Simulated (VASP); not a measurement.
Crystal: Au.

```xyz
1
Lattice="0.0000 1.9935 1.9935 1.9935 0.0000 1.9935 1.9935 1.9935 0.0000" Properties=species:S:1:pos:R:3 pbc="T T T"
Au    0.0000    0.0000    0.0000
```

Base run:

| Quantity | Value |
| --- | --- |
| Program | VASP 6.6.1 |
| Functional | revPBE |
| Dispersion | D3(BJ) |
| Potentials or basis | VASP PAW PBE potentials, release 64 (Au) |
| Cutoff | 520 eV |
| k mesh | 11 × 11 × 11 |
| Occupations | fermi-dirac, width 0.05 eV |
| Spin | no spin polarisation |

Its results: pressure 13.7 GPa.

**Question.** The run is repeated on the same cell with these changes: functional from revPBE to BLYP; dispersion from D3(BJ) to D4. What comes out?

**Answer.** Pressure 26.1 GPa.

Several settings changed at once, so the effect can't be laid on one alone.

Caveats: the PAW data sets were made with another functional, which shifts forces and pressure a little; pairwise dispersion overbinds metals, which lowers pressure and volume.
